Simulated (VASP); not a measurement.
Wanted: the native input for a VASP 6.6.1 run.

* Task: single point
* Functional: PBE
* Potentials or basis: VASP PAW PBE potentials, release 64 (Ta_pv)
* Cutoff: 520 eV
* k mesh: 18 × 18 × 18
* Occupations: gaussian, width 0.1 eV
* Spin: no spin polarisation
* Dipole correction: no
* Further INCAR settings: ALGO = Normal; EDIFF = 1e-07; NBANDS = 12

The structure of Ta lies in POSCAR:

```
Ta
1.0
   -1.6426321116      1.6426321116      1.6426321116
    1.6426321116     -1.6426321116      1.6426321116
    1.6426321116      1.6426321116     -1.6426321116
Ta
1
Direct
    0.0000000000      0.0000000000      0.0000000000
```

The input as run:

INCAR

```
ALGO = Normal ; EDIFF = 1E-7
ENCUT = 520 ; GGA = PE
ISIF = 2 ; ISMEAR = 0
LASPH = T ; LCHARG = F
LREAL = F ; LWAVE = F
NBANDS = 12 ; NELM = 60
PREC = Accurate ; SIGMA = 0.1
```

KPOINTS

```
k-points
0
Gamma
  18 18 18
```

Potentials or basis: VASP PAW PBE potentials, release 64 (Ta_pv).

The run is started by

```sh
$ cat potpaw_PBE.64/Ta_pv/POTCAR > POTCAR
$ mpirun -np 1 vasp_std > vasp.out
```

It gave:

```
Pressure               : 6.4 GPa
Band gap on the k mesh : zero (an odd number of electrons rules out a gap without spin polarisation)
```

Caveat: the cell stands under pressure; spin-orbit coupling is left out, which moves the levels of the heavy elements.

It took 49 s on 1 thread of Intel Xeon 8259CL, with other jobs on the host, peak memory 0.17 GiB.
